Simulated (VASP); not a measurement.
Here is a VASP 6.6.1 calculation.

Contents of INCAR:

```
PREC = Accurate
ENCUT = 600
EDIFF = 1E-6
ISMEAR = 0
SIGMA = 0.1
LREAL = False
LASPH = True
NELM = 100
ALGO = Normal
ISIF = 3
LWAVE = False
LCHARG = False
GGA = PE
IBRION = 2
NSW = 90
EDIFFG = -0.04
```

KPOINTS

```
regular mesh
0
Gamma
  8 8 8
```

Contents of POSCAR:

```
Si2Ge
1.0
   -1.4304896700      1.4304896700      6.0690536700
    1.4304896700     -1.4304896700      6.0690536700
    1.4304896700      1.4304896700     -6.0690536700
Si Ge
2 1
Direct
    0.6666666700      0.6666666700      0.0000000000
    0.3333333300      0.3333333300      0.0000000000
    0.0000000000      0.0000000000      0.0000000000
```

Potentials or basis: VASP PAW PBE potentials, release 64 (Si, Ge_d).

Command:

```bash
$ cat potpaw_PBE.64/Si/POTCAR potpaw_PBE.64/Ge_d/POTCAR > POTCAR
$ mpirun -np 1 vasp_std > vasp.out
```

(1) Estimate the relaxed volume.

(2) What does it give for the band gap on the k mesh?

(3) Predict the space group after relaxing (to 0.1 Å).

(4) Estimate the relaxed cell.

Answers

(1) 16.46 Å³/atom.

(2) zero (bands 11 and 12 overlap by 6.39 eV).

(3) I4/mmm (No. 139).

(4) a = 6.645 Å, b = 6.645 Å, c = 6.645 Å, α = 155.76°, β = 155.76°, γ = 34.54°.
